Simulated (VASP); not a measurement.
Write the native input for VASP 6.6.1 that does the following.

| Item | Value |
| --- | --- |
| Task | single point |
| Functional | PBEsol |
| Potentials or basis | VASP PAW PBE potentials, release 64 (O, Hf_pv) |
| Cutoff | 520 eV |
| k mesh | 9 × 9 × 1 |
| Occupations | gaussian, width 0.05 eV |
| Spin | collinear spin |
| Starting moments | [0.0, 0.0, 0.0, 0.0, 0.0, 0.0, 2.0, 0.0, 0.0, 0.0] μB |
| Dipole correction | yes |
| Further INCAR settings | ALGO = Normal; EDIFF = 1e-06; NBANDS = 51 |

The structure of Hf3O7 lies in POSCAR:

```
Hf3O7
1.0
    3.5665804208      0.0000000000      0.0000000000
   -1.7832902104      3.0887492490      0.0000000000
    0.0000000000      0.0000000000     26.2802517979
O Hf
7 3
Direct
    0.0000000000      0.0000000000      0.3234367793
    0.3333333333      0.6666666667      0.3788415133
    0.6666666667      0.3333333333      0.4342462473
    0.0000000000      0.0000000000      0.4889874842
    0.3333333333      0.6666666667      0.5455678537
    0.6666666667      0.3333333333      0.6014736792
    0.0000000000      0.0000000000      0.6532272448
    0.6666666667      0.3333333333      0.3511391462
    0.3333333333      0.6666666667      0.4613882094
    0.0000000000      0.0000000000      0.5737377480
```

One way to write it, as run:

INCAR

```
SYSTEM = Hf3O7
ALGO = Normal
DIPOL = 0.5 0.5 0.481
EDIFF = 1E-6
ENCUT = 520
GGA = PS
IDIPOL = 3
ISIF = 2
ISMEAR = 0
ISPIN = 2
LASPH = .TRUE.
LCHARG = .FALSE.
LDIPOL = .TRUE.
LMAXMIX = 4
LORBIT = 11
LREAL = .FALSE.
LWAVE = .FALSE.
MAGMOM = 0 0 0 0 0 0 2 0 0 0
NBANDS = 51
NELM = 150
PREC = Accurate
SIGMA = 0.05
```

KPOINTS

```
k-points
0
G
  9 9 1
  0 0 0
```

Potentials or basis: VASP PAW PBE potentials, release 64 (O, Hf_pv).

Command:

```console
$ cat potpaw_PBE.64/O/POTCAR potpaw_PBE.64/Hf_pv/POTCAR > POTCAR
$ mpirun -np 1 vasp_std > vasp.out
```

It gave:

```yaml
Largest_force: 1.140 eV/Å
Band_gap_on_the_k_mesh: 0.56 eV (least direct gap 0.78 eV)
Net_moment: 2.00 μB per cell
Site_moments: O +0.00, +0.01, +0.07, +0.42, +1.20 (each value once); Hf -0.00, -0.04 (each value once) μB
Valence_electrons_inside_the_program's_atomic_spheres: O 5.01, 5.10, 5.09, 5.08, 4.95, 4.68 (each value once); Hf 8.19, 8.31, 8.36
```

Caveat: semilocal functionals underestimate gaps, and a narrow one can read as zero; the PAW data sets were made with another functional, which shifts forces and pressure a little; spin-orbit coupling is left out, which moves the levels of the heavy elements.

Wall time 95 min on 1 thread of Intel Xeon 8259CL, on a shared host, peak memory 0.66 GiB.
